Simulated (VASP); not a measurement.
A run of VASP 6.6.1:

INCAR

```
SYSTEM = PmIr2
PREC     = Accurate       ! precision mode
ENCUT    = 600            ! plane-wave cutoff, eV
EDIFF    = 1E-6           ! SCF threshold, eV
ISMEAR   = -1             ! smearing method
SIGMA    = 0.1            ! smearing width, eV
LREAL    = .FALSE.        ! projectors in reciprocal space
LASPH    = .TRUE.         ! aspherical terms in the spheres
NELM     = 200            ! most SCF steps
ALGO     = Normal         ! electronic algorithm
ISIF     = 2              ! what is computed and relaxed
LWAVE    = .FALSE.        ! write WAVECAR
LCHARG   = .FALSE.        ! write CHGCAR
ISPIN    = 2              ! spin polarisation
MAGMOM   = 4 4 0 0 0 0    ! initial moments
LORBIT   = 11             ! projections on sites
LMAXMIX  = 6              ! l up to which the mixer works
GGA      = PE             ! functional
NBANDS   = 46             ! bands
GGA_COMPAT= .FALSE.
```

Contents of KPOINTS:

```
Automatic mesh
0
G
  8 8 8
  0 0 0
```

POSCAR

```
PmIr2
1.0
    0.0000000000      3.7950000000      3.7950000000
    3.7950000000      0.0000000000      3.7950000000
    3.7950000000      3.7950000000      0.0000000000
Pm Ir
2 4
Direct
    0.1250000000      0.1250000000      0.1250000000
    0.8750000000      0.8750000000      0.8750000000
    0.5000000000      0.5000000000      0.5000000000
    0.5000000000      0.5000000000      0.0000000000
    0.5000000000      0.0000000000      0.5000000000
    0.0000000000      0.5000000000      0.5000000000
```

Potentials or basis: VASP PAW PBE potentials, release 64 (Pm, Ir).

Launch:

```console
$ cat potpaw_PBE.64/Pm/POTCAR potpaw_PBE.64/Ir/POTCAR > POTCAR
$ mpirun -np 1 vasp_std > vasp.out
```

Hardware: 1 thread of Intel Xeon 8259CL (shared host).

Q: How long does it take, and how much memory?

A: It took 34 min on 1 thread of Intel Xeon 8259CL, with other jobs on the host, peak memory 0.6 GiB. Counts: scf iterations 23, k points 29.
